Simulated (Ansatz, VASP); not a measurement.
**One calculation of Ta, two programs**

```xyz
1
Lattice="-1.6459 1.6459 1.6459 1.6459 -1.6459 1.6459 1.6459 1.6459 -1.6459" Properties=species:S:1:pos:R:3 pbc="T T T"
Ta    0.0000    0.0000    0.0000
```

Alike in both runs: functional r2SCAN; dispersion D3(BJ); k mesh 16 × 16 × 16; occupations fermi-dirac, width 0.08 eV; no spin polarisation.

Ansatz relaxed the structure, and its values are those at the end. VASP's run is a single point on that final structure, the one shown.

|  | VASP | Ansatz |
| --- | --- | --- |
| version | VASP 6.6.1 | Ansatz 0.2.0 |
| potentials or method | VASP PAW PBE potentials, release 64 (Ta_pv) | PAW with Ansatz's default frozen-core files, scalar-relativistic |
| plane-wave cutoff (eV) | 520 | 500 |
| valence electrons in the cell | 11 | 13 |

Ansatz gave:

```
pressure (GPa) : 0.0
```

**Question.** What did VASP give for the same quantities?

**Answer.** Pressure (GPa): 0.7.

VASP's potentials were made for PBE, not for r2SCAN. VASP's potentials hold 11 valence electrons a cell and Ansatz's 13, so a difference there can come from the potentials and not from the codes. Ansatz's warnings: dispersion damping borrowed, force scf threshold loose, stress scf threshold loose.

Neither program's run includes spin-orbit coupling.
